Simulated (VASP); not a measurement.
The system is BN.

```xyz
4
Lattice="2.5288 0.0000 0.0000 -1.2644 2.1900 0.0000 0.0000 0.0000 8.6080" Properties=species:S:1:pos:R:3 pbc="T T T"
B     0.0000    1.4600    2.1520
B     1.2644    0.7300    6.4560
N     0.0000    1.4600    6.4560
N     1.2644    0.7300    2.1520
```

This cell differs from its parent crystal: volume scaled by 1.040.

| Quantity | Value |
| --- | --- |
| Program | VASP 6.6.1 |
| Task | relaxation of shape and atoms at fixed volume |
| Functional | PBE |
| Potentials or basis | VASP PAW PBE potentials, release 64 (B, N) |
| Cutoff | 600 eV |
| k mesh | 16 × 16 × 4 |
| Occupations | gaussian, width 0.05 eV |
| Spin | no spin polarisation |

At the start: pressure -3.6 GPa; volume 11.92 Å³/atom.

Where does the relaxation end?

Over 3 steps the energy falls by 2.4 meV/atom; space group P6_3/mmc (No. 194, to 0.05 Å).

The path:
```
step  energy change (eV)  largest force (eV/Å)  pressure (GPa)  volume (Å³)
   1              0.0000                0.0000           -3.62        47.67
   2             -0.0097                0.0000           -0.35        47.67
   3             -0.0098                0.0000           -0.19        47.67
```

Final structure:
```
B N
1.0
     2.51266    0.00000    0.00000
    -1.25633    2.17603    0.00000
     0.00000    0.00000    8.71916
B N
2 2
Direct
  0.33333 0.66667 0.25000
  0.66667 0.33333 0.75000
  0.33333 0.66667 0.75000
  0.66667 0.33333 0.25000
```

Caveat: the cell differs from its parent crystal (volume scaled by 1.040); this functional lacks dispersion, which binds the layers, so the pressure and a relaxed spacing across them are unreliable.
